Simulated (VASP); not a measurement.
# InSe (P-6m2) in VASP: notebook

The runs below take InSe through single point, with RPBE+D3(BJ), PBE, r2SCAN, LDA.

All numbers are computed with VASP 6.6.1; they aren't measurements. Logs are shortened: lines on timing, memory, paths and dates and some standing lists are left out, and cuts for length are marked.

### Step 1. The cell of the first run

The structure is hexagonal, space group P-6m2 (No. 187). Conventional cell: a = 3.739 Å, b = 3.739 Å, c = 15.630 Å, α = 90.00°, β = 90.00°, γ = 120.00°. Within 3.4 Å of In (site symmetry 3m) lie 3 Se at 2.58 Å and 1 In at 2.70 Å. Within 3.4 Å of In (site symmetry 3m) lie 3 Se at 2.58 Å and 1 In at 2.70 Å. Se (site symmetry 3m) has 3 In at 2.58 Å and 3 Se at 3.15 Å within 3.4 Å. Se (site symmetry 3m) has 3 In at 2.58 Å and 3 Se at 3.15 Å within 3.4 Å.

### Step 2. Single point, RPBE+D3(BJ)

File INCAR:

```
  PREC = Accurate
  ENCUT = 520
  EDIFF = 1E-6
  ISMEAR = -1
  SIGMA = 0.05
  LREAL = False
  LASPH = True
  NELM = 80
  ALGO = Normal
  ISIF = 2
  LWAVE = False
  LCHARG = True
  GGA = RP
  IVDW = 12
  LELF = True
  LVHAR = True
  NBANDS = 48
```

File KPOINTS:

```
Automatic mesh
0
Gamma
  8 8 2
```

File POSCAR:

```
InSe
1.0
    3.7385203787      0.0000000000      0.0000000000
   -1.8692601894      3.2376536205      0.0000000000
    0.0000000000      0.0000000000     15.6304687752
In Se
4 4
Direct
    0.3333333333      0.6666666667      0.0864154197
    0.3333333333      0.6666666667      0.9135845803
    0.0000000000      0.0000000000      0.4136235088
    0.0000000000      0.0000000000      0.5863764912
    0.3333333333      0.6666666667      0.3236239399
    0.3333333333      0.6666666667      0.6763760601
    0.6666666667      0.3333333333      0.1767802742
    0.6666666667      0.3333333333      0.8232197258
```

Potentials or basis: VASP PAW PBE potentials, release 64 (In_d, Se).

Started as:

```sh
$ cat potpaw_PBE.64/In_d/POTCAR potpaw_PBE.64/Se/POTCAR > POTCAR
$ mpirun -np 1 vasp_std > vasp.out
```

OUTCAR:

```text
PREC = Accurate
   ENCUT = 520
   EDIFF = 1E-6
   ISMEAR = -1
   LREAL = False
   LASPH = True
   NELM = 80
   ISIF = 2
   GGA = RP
   IVDW = 12
 IVDW          = 12

 ion  position               nearest neighbor table
   1  0.333  0.667  0.086-   7 2.58   7 2.58   7 2.58   2 2.70
   2  0.333  0.667  0.914-   8 2.58   8 2.58   8 2.58   1 2.70
   3  0.000  0.000  0.414-   5 2.58   5 2.58   5 2.58   4 2.70
   4  0.000  0.000  0.586-   6 2.58   6 2.58   6 2.58   3 2.70
   5  0.333  0.667  0.324-   3 2.58   3 2.58   3 2.58
   6  0.333  0.667  0.676-   4 2.58   4 2.58   4 2.58
   7  0.667  0.333  0.177-   1 2.58   1 2.58   1 2.58
   8  0.667  0.333  0.823-   2 2.58   2 2.58   2 2.58

  LATTYP: Found a hexagonal cell.
 ALAT       =     3.7385203787
 C/A-ratio  =     4.1809237859

  Lattice vectors:

 A1 = (   3.7385203787,   0.0000000000,   0.0000000000)
 A2 = (  -1.8692601894,   3.2376536205,   0.0000000000)
 A3 = (   0.0000000000,   0.0000000000,  15.6304687752)

Analysis of symmetry for initial positions (statically):
=====================================================================
 Subroutine PRICEL returns:
 Original cell was already a primitive cell.

 Routine SETGRP: Setting up the symmetry group for a
 hexagonal supercell.

 Subroutine GETGRP returns: Found 12 space group operations
 (whereof 12 operations were pure point group operations)
 out of a pool of 24 trial point group operations.

The static configuration has the point symmetry D_3h.

Analysis of symmetry for dynamics (positions and initial velocities):
=====================================================================
 Subroutine PRICEL returns:
 Original cell was already a primitive cell.

 Routine SETGRP: Setting up the symmetry group for a
 hexagonal supercell.

 Subroutine GETGRP returns: Found 12 space group operations
 (whereof 12 operations were pure point group operations)
 out of a pool of 24 trial point group operations.

The dynamic configuration has the point symmetry D_3h.

 Subroutine INISYM returns: Found 12 space group operations
 (whereof 12 operations are pure point group operations),
 and found     1 'primitive' translations

----------------------------------------------------------------------------------------

                                     Primitive cell

  volume of cell :     189.1917

  direct lattice vectors                    reciprocal lattice vectors
     3.738520379  0.000000000  0.000000000     0.267485502  0.154432827  0.000000000
    -1.869260189  3.237653621  0.000000000     0.000000000  0.308865653  0.000000000
     0.000000000  0.000000000 15.630468775     0.000000000  0.000000000  0.063977608

  length of vectors
     3.738520379  3.738520379 15.630468775     0.308865653  0.308865653  0.063977608

  position of ions in fractional coordinates (direct lattice)
     0.333333333  0.666666667  0.086415420
     0.333333333  0.666666667  0.913584580
     0.000000000  0.000000000  0.413623509
     0.000000000  0.000000000  0.586376491
     0.333333333  0.666666667  0.323623940
     0.333333333  0.666666667  0.676376060
     0.666666667  0.333333333  0.176780274
     0.666666667  0.333333333  0.823219726

  ion indices of the primitive-cell ions
   primitive index   ion index
                 1           1
                 2           2
                 3           3
                 4           4
                 5           5
                 6           6
                 7           7
                 8           8

----------------------------------------------------------------------------------------

 KPOINTS: Automatic mesh

Automatic generation of k-mesh.
 Grid dimensions read from file:
 generate k-points for:    8    8    2

 Generating k-lattice:

  Cartesian coordinates                     Fractional coordinates (reciprocal lattice)
     0.033435688  0.019304103  0.000000000     0.125000000 -0.000000000  0.000000000
     0.000000000  0.038608207  0.000000000     0.000000000  0.125000000  0.000000000
     0.000000000  0.000000000  0.031988804     0.000000000  0.000000000  0.500000000

  Length of vectors
     0.038608207  0.038608207  0.031988804

  Shift w.r.t. Gamma in fractional coordinates (k-lattice)
     0.000000000  0.000000000  0.000000000

 Subroutine IBZKPT returns following result:
 ===========================================

 Found     20 irreducible k-points:

 Following reciprocal coordinates:
            Coordinates               Weight
  0.000000  0.000000  0.000000      1.000000
  0.125000  0.000000  0.000000      6.000000
  0.250000  0.000000  0.000000      6.000000
  0.375000  0.000000  0.000000      6.000000
  0.500000  0.000000  0.000000      3.000000
  0.125000  0.125000  0.000000      6.000000
[... 12 lines left out ...]
  0.250000  0.250000  0.500000      6.000000
  0.375000  0.250000  0.500000      6.000000
   k-points           NKPTS =     20   k-points in BZ     NKDIM =     20   number of bands    NBANDS=     48
   number of dos      NEDOS =    301   number of ions     NIONS =      8
   total plane-waves  NPLWV =  94080
   dimension x,y,z NGX =    28 NGY =   28 NGZ =  120
   dimension x,y,z NGXF=    56 NGYF=   56 NGZF=  240
   ions per type =               4   4
   NGX,Y,Z   is equivalent  to a cutoff of  12.45, 12.45, 12.76 a.u.
   NGXF,Y,Z  is equivalent  to a cutoff of  24.90, 24.90, 25.53 a.u.
 SYSTEM =  unknown system
   PREC   = accura    normal or accurate (medium, high low for compatibility)
   ISTART =      0    job   : 0-new  1-cont  2-samecut
   ICHARG =      2    charge: 1-file 2-atom 10-const
   ISPIN  =      1    spin polarized calculation?
   LNONCOLLINEAR =      F non collinear calculations
   LSORBIT =      F    spin-orbit coupling
   LASPH  =      T    aspherical Exc in radial PAW
   ENCUT  =  520.0 eV  38.22 Ry    6.18 a.u.   6.95  6.95 29.06*2*pi/ulx,y,z
   NELM   =     80;   NELMIN=  2; NELMDL= -5     # of ELM steps
   EDIFF  = 0.1E-05   stopping-criterion for ELM
   LREAL  =      F    real-space projection
   EDIFFG = 0.1E-04   stopping-criterion for IOM
   NSW    =      0    number of steps for IOM
   IBRION =     -1    ionic relax: 0-MD 1-quasi-New 2-CG
   NFREE  =      0    steps in history (QN), initial steepest desc. (CG)
   ISIF   =      2    stress and relaxation
   ISYM   =      2    0-nonsym 1-usesym 2-fastsym
   POTIM  = 0.5000    time-step for ionic-motion
   TEBEG  =    0.0;   TEEND  =   0.0 temperature during run
   PSTRESS=    0.0 pullay stress
   NELECT =      76.0000    total number of electrons
   NUPDOWN=      -1.0000    fix difference up-down
   EMIN   =  10.00;   EMAX   =-10.00  energy-range for DOS
   EFERMI =   0.00;   METHOD = LEGACY
   ISMEAR =    -1;   SIGMA  =   0.05  broadening in eV -4-tet -1-fermi 0-gaus
   EFERMI_NEDOS =   21; number of points for ismear=-14 and -15
   IALGO  =     38    algorithm
   IMIX   =      4    mixing-type and parameters
     AMIX     =   0.40;   BMIX     =  1.00
     AMIX_MAG =   1.60;   BMIX_MAG =  1.00
  volume/ion in A,a.u.               =      23.65       159.59
  Fermi-wavevector in a.u.,A,eV,Ry     =   1.207940  2.282675 19.852515  1.459119
  Thomas-Fermi vector in A             =   2.343563
   LORBIT       =      0    0 simple, 1 ext, 2 COOP (PROOUT), +10 PAW based schemes
   GGA     = RP    functional components
   LHFCALC =     F    Hartree Fock is set to
   AEXX    =    0.0000 exact exchange contribution
   IVDW    =    12    specifies the selected vdW correction
   LEPSILON=     F    determine dielectric tensor
   LRPA    =     F    only Hartree local field effects (RPA)
 non-spin polarized calculation
  energy-cutoff  :      520.00
  volume of cell :      189.19
 maximum number of plane-waves:      5133
 NGX is ok and might be reduce to    28
   NGX = 13   NGY = 13   NGZ = 59

 number of electron      75.9999996 magnetization

 Free energy of the ion-electron system (eV)
  ---------------------------------------------------
  ext. energy  EPLUGINS =         0.00000000
  ---------------------------------------------------
  free energy    TOTEN  =       -23.16891245 eV

  energy without entropy =      -23.16887805  energy(sigma->0) =      -23.16889525

 E-fermi :   6.8983     XC(G=0):  -9.8755

 val. band max:        6.5076941570   @ k =   0.1250   0.0000   0.0000
 cond. band min:       7.2768376794   @ k =   0.5000   0.0000   0.5000
 fundamental gap:      0.7691435225
 Fermi energy:         6.8983156707

 k-point     1 :       0.0000    0.0000    0.0000
  band No.  band energies     occupation
      1      -8.7012      2.00000
      2      -8.6278      2.00000
      3      -8.4651      2.00000
      4      -8.4651      2.00000
      5      -8.3937      2.00000
      6      -8.3937      2.00000
[... 40 lines left out ...]
     47      11.5821      0.00000
     48      12.2262      0.00000

 k-point     2 :       0.1250    0.0000    0.0000
  band No.  band energies     occupation
      1      -8.6971      2.00000
      2      -8.6379      2.00000
      3      -8.6122      2.00000
      4      -8.5265      2.00000
      5      -8.5026      2.00000
      6      -8.4618      2.00000
[... 40 lines left out ...]
     47      11.7019      0.00000
     48      11.9539      0.00000

 k-point     3 :       0.2500    0.0000    0.0000
  band No.  band energies     occupation
      1      -8.8030      2.00000
      2      -8.7058      2.00000
      3      -8.6813      2.00000
      4      -8.6479      2.00000
      5      -8.5796      2.00000
      6      -8.5502      2.00000
[... 856 lines left out ...]
     47      12.0682      0.00000
     48      12.3476      0.00000

 k-point    20 :       0.3750    0.2500    0.5000
  band No.  band energies     occupation
      1      -8.9105      2.00000
      2      -8.8491      2.00000
      3      -8.7818      2.00000
      4      -8.7244      2.00000
      5      -8.6276      2.00000
      6      -8.5551      2.00000
[... 40 lines left out ...]
     47      12.2695      0.00000
     48      12.4109      0.00000

------------------------ aborting loop because EDIFF is reached ----------------------------------------

 Edisp (eV)  -14.25309

 E8    (eV) :    -9.4161

  FORCE on cell =-STRESS in cart. coord.  units (eV):
  Direction    XX          YY          ZZ          XY          YZ          ZX
  --------------------------------------------------------------------------------------
  -------------------------------------------------------------------------------------
  Total       0.06319     0.06319     0.06763    -0.00000    -0.00000     0.00000
  in kB       0.53512     0.53512     0.57271    -0.00000    -0.00000     0.00000
  external pressure =        0.55 kB  Pullay stress =        0.00 kB

 VOLUME and BASIS-vectors are now :
 -----------------------------------------------------------------------------
  energy-cutoff  :      520.00
  volume of cell :      189.19
      direct lattice vectors                 reciprocal lattice vectors
     3.738520379  0.000000000  0.000000000     0.267485502  0.154432827  0.000000000
    -1.869260189  3.237653621  0.000000000     0.000000000  0.308865653  0.000000000
     0.000000000  0.000000000 15.630468775     0.000000000  0.000000000  0.063977608

 POSITION                                       TOTAL-FORCE (eV/Angst)
 -----------------------------------------------------------------------------------
     -0.00000      2.15844      1.35071         0.000000      0.000000     -0.016736
     -0.00000      2.15844     14.27976         0.000000      0.000000      0.016736
      0.00000      0.00000      6.46513        -0.000000      0.000000      0.017472
      0.00000      0.00000      9.16534        -0.000000     -0.000000     -0.017472
     -0.00000      2.15844      5.05839         0.000000     -0.000000     -0.021522
     -0.00000      2.15844     10.57207         0.000000     -0.000000      0.021522
      1.86926      1.07922      2.76316        -0.000000     -0.000000      0.021443
      1.86926      1.07922     12.86731        -0.000000     -0.000000     -0.021443
 -----------------------------------------------------------------------------------
    total drift:                                0.000001     -0.000000     -0.000000

  FREE ENERGIE OF THE ION-ELECTRON SYSTEM (eV)
  ---------------------------------------------------
  free  energy   TOTEN  =       -37.4220058741 eV

  energy  without entropy=      -37.4219714668  energy(sigma->0) =      -37.42198867
```

Run time: 2.8 min. Hardware: 1 thread of Intel Xeon Platinum 8488C (Sapphire Rapids), shared host; peak memory 0.38 GiB.

Results:

```yaml
Free_energy: -37.4220 eV
Pressure: 0.1 GPa
Largest_force: 0.022 eV/Å
Band_gap_on_the_k_mesh: 0.77 eV (least direct gap 1.21 eV)
Dispersion_energy_per_atom: -1.782 eV
```

Forces on the atoms (eV/Å):
```
In   0.000  0.000 -0.017
In   0.000  0.000  0.017
In   0.000  0.000  0.017
In   0.000  0.000 -0.017
Se   0.000  0.000 -0.022
Se   0.000  0.000  0.022
Se   0.000  0.000  0.021
Se   0.000  0.000 -0.021
```

Levels at points of the mesh, in eV from the valence-band top:
```tsv
k point	band 35	band 36	band 37	band 38	band 39	band 40	band 41	band 42
(0.00, 0.00, 0.00)	-0.75	-0.67	-0.67	-0.21	1.00	3.04	3.23	3.40
(0.50, 0.00, 0.00)	-2.38	-1.97	-1.86	-1.62	0.97	1.18	1.76	2.16
(0.00, 0.00, 0.50)	-0.72	-0.72	-0.70	-0.70	1.91	2.08	3.39	3.42
(0.50, 0.00, 0.50)	-2.04	-1.75	-1.74	-1.73	0.77	0.81	2.02	2.64
```

Caveat: the dispersion term is far too large for a dense solid, which distorts pressure and volume; the PAW data sets were made with another functional, which shifts forces and pressure a little; spin-orbit coupling is left out, which moves the levels of the heavy elements.

### Step 3. Single point, PBE

This run uses another cell than the first one, of 32.01 Å³/atom.

File INCAR:

```
SYSTEM = InSe
  PREC = Accurate
  ENCUT = 520
  EDIFF = 1E-7
  ISMEAR = 0
  SIGMA = 0.014
  LREAL = .FALSE.
  LASPH = .TRUE.
  NELM = 80
  ALGO = Normal
  ISIF = 2
  LWAVE = .FALSE.
  LCHARG = .FALSE.
  GGA = PE
  NBANDS = 48
```

File KPOINTS:

```
regular mesh
0
G
  8 8 2
  0 0 0
```

File POSCAR:

```
InSe
1.0
    4.0473293151      0.0000000000      0.0000000000
   -2.0236646576      3.5050900044      0.0000000000
    0.0000000000      0.0000000000     18.0520649100
In Se
4 4
Direct
    0.3333333333      0.6666666667      0.0773904900
    0.3333333333      0.6666666667      0.9226095100
    0.0000000000      0.0000000000      0.4226063200
    0.0000000000      0.0000000000      0.5773936800
    0.3333333333      0.6666666667      0.3529842800
    0.3333333333      0.6666666667      0.6470157200
    0.6666666667      0.3333333333      0.1469999300
    0.6666666667      0.3333333333      0.8530000700
```

Potentials or basis: VASP PAW PBE potentials, release 64 (In_d, Se).

Started as:

```sh
$ cat potpaw_PBE.64/In_d/POTCAR potpaw_PBE.64/Se/POTCAR > POTCAR
$ mpirun -np 1 vasp_std > vasp.out
```

Wall time 2.7 min (1 thread of Intel Xeon 6975P-C (Granite Rapids), shared host); peak memory 0.44 GiB.

Results (log left out):

```yaml
Free_energy: -28.4076 eV
Pressure: 1.5 GPa
Largest_force: 0.254 eV/Å
Band_gap_on_the_k_mesh: 0.72 eV
```

Forces on the atoms (eV/Å):
```
In   0.000  0.000 -0.113
In   0.000  0.000  0.113
In   0.000  0.000  0.111
In   0.000  0.000 -0.111
Se   0.000  0.000 -0.253
Se   0.000  0.000  0.253
Se   0.000  0.000  0.254
Se   0.000  0.000 -0.254
```

Levels at points of the mesh, in eV from the valence-band top:
```csv
k point,band 34,band 35,band 36,band 37,band 38,band 39,band 40,band 41,band 42,band 43
"(0.00, 0.00, 0.00)",-1.00,-0.95,-0.95,-0.94,0.00,0.72,1.50,2.24,2.28,4.47
"(0.50, 0.00, 0.00)",-1.95,-1.93,-1.86,-1.44,-1.31,1.72,1.72,1.94,1.95,3.66
"(0.00, 0.00, 0.50)",-0.97,-0.97,-0.97,-0.55,-0.54,1.18,1.20,2.26,2.27,4.49
"(0.50, 0.00, 0.50)",-2.02,-1.90,-1.90,-1.38,-1.34,1.62,1.70,1.94,2.07,3.68
```

Caveat: spin-orbit coupling is left out, which moves the levels of the heavy elements; this functional lacks dispersion, which binds layers or chains, so the pressure and a relaxed spacing across them are unreliable. A k mesh can miss the band edges.

### Step 4. Single point, r2SCAN

This run uses another cell than the first one, of 32.01 Å³/atom.

POSCAR is that of step 3.

File INCAR.step1:

```
SYSTEM = InSe
PREC = Accurate
ENCUT = 520
ISMEAR = -1
SIGMA = 0.05
LREAL = .FALSE.
LASPH = .TRUE.
NELM = 100
NBANDS = 48
GGA = PE
ALGO = Normal
EDIFF = 1E-4
LWAVE = .TRUE.
LCHARG = .FALSE.
```

File INCAR.step2:

```
SYSTEM = InSe
PREC = Accurate
ENCUT = 520
EDIFF = 1E-7
ISMEAR = -1
SIGMA = 0.05
LREAL = .FALSE.
LASPH = .TRUE.
NELM = 100
ALGO = Normal
ISIF = 2
LWAVE = .FALSE.
LCHARG = .FALSE.
METAGGA = R2SCAN
LMIXTAU = .TRUE.
NBANDS = 48
ISTART = 1
```

File KPOINTS:

```
Automatic mesh
0
G
  8 8 2
  0 0 0
```

Started as:

```sh
$ cat potpaw_PBE.64/In_d/POTCAR potpaw_PBE.64/Se/POTCAR > POTCAR
$ cp INCAR.step1 INCAR
$ mpirun -np 1 vasp_std > vasp.out
$ cp INCAR.step2 INCAR
$ mpirun -np 1 vasp_std > vasp.out
```

Wall time 18 min (1 thread of Intel Xeon 6975P-C (Granite Rapids), shared host); peak memory 0.48 GiB.

Results (log left out):

```yaml
Free_energy: -152.9491 eV
Pressure: -0.1 GPa
Largest_force: 0.044 eV/Å
Band_gap_on_the_k_mesh: 1.13 eV
```

Forces in eV/Å, atoms in the order of the input:
```
In   0.000  0.000  0.012
In   0.000  0.000 -0.012
In   0.000  0.000 -0.013
In   0.000  0.000  0.013
Se   0.000  0.000 -0.043
Se   0.000  0.000  0.043
Se   0.000  0.000  0.044
Se   0.000  0.000 -0.044
```

Stress tensor (GPa, compression positive):
```
-0.14  0.00  0.00
 0.00 -0.14  0.00
 0.00  0.00 -0.07
```

Levels at points of the mesh, in eV from the valence-band top:
| k point | band 35 | band 36 | band 37 | band 38 | band 39 | band 40 | band 41 | band 42 |
| --- | --- | --- | --- | --- | --- | --- | --- | --- |
| (0.00, 0.00, 0.00) | -1.01 | -1.01 | -0.93 | 0.00 | 1.13 | 1.88 | 2.71 | 2.76 |
| (0.50, 0.00, 0.00) | -1.98 | -1.94 | -1.48 | -1.35 | 1.98 | 2.08 | 2.20 | 2.30 |
| (0.00, 0.00, 0.50) | -1.02 | -1.02 | -0.52 | -0.51 | 1.55 | 1.57 | 2.74 | 2.75 |
| (0.50, 0.00, 0.50) | -1.98 | -1.98 | -1.42 | -1.37 | 1.93 | 1.99 | 2.26 | 2.39 |

Caveat: the PAW data sets were made with another functional, which shifts forces and pressure a little; spin-orbit coupling is left out, which moves the levels of the heavy elements. A k mesh can miss the band edges.

### Step 5. Single point, LDA

This run uses another cell than the first one, of 32.01 Å³/atom.

File INCAR:

```
  PREC = Accurate
  ENCUT = 520
  EDIFF = 1E-6
  ISMEAR = -1
  SIGMA = 0.05
  LREAL = False
  LASPH = True
  NELM = 80
  ALGO = Normal
  ISIF = 2
  LWAVE = False
  LCHARG = False
  NBANDS = 48
```

File KPOINTS:

```
Automatic mesh
0
Gamma
  8 8 2
```

POSCAR is that of step 4.

Potentials or basis: VASP PAW LDA potentials, release 64 (In_d, Se).

Started as:

```sh
$ cat potpaw_LDA.64/In_d/POTCAR potpaw_LDA.64/Se/POTCAR > POTCAR
$ mpirun -np 1 vasp_std > vasp.out
```

It took 3.3 min on 1 thread of AMD EPYC 7R13 (Zen 3), shared host; peak memory 0.36 GiB.

Results (log left out):

```yaml
Free_energy: -33.1260 eV
Pressure: -2.2 GPa
Largest_force: 0.126 eV/Å
Band_gap_on_the_k_mesh: 0.51 eV
```

Forces on the atoms (eV/Å):
```
In   0.000  0.000 -0.027
In   0.000  0.000  0.027
In   0.000  0.000  0.028
In   0.000  0.000 -0.028
Se   0.000  0.000  0.126
Se   0.000  0.000 -0.126
Se   0.000  0.000 -0.126
Se   0.000  0.000  0.126
```

Stress tensor (GPa, compression positive):
```
-2.26  0.00  0.00
 0.00 -2.26  0.00
 0.00  0.00 -2.03
```

Levels at points of the mesh, in eV from the valence-band top:
```
           k point  band 35  band 36  band 37  band 38  band 39  band 40  band 41  band 42
(0.00, 0.00, 0.00)    -0.99    -0.95    -0.95     0.00     0.51     1.36     2.06     2.10
(0.50, 0.00, 0.00)    -1.94    -1.87    -1.48    -1.35     1.57     1.61     1.80     1.85
(0.00, 0.00, 0.50)    -0.96    -0.96    -0.61    -0.60     1.04     1.05     2.08     2.09
(0.50, 0.00, 0.50)    -1.91    -1.91    -1.41    -1.36     1.49     1.57     1.82     1.97
```

Caveat: spin-orbit coupling is left out, which moves the levels of the heavy elements.

(Part 1 of 2 ends here.)
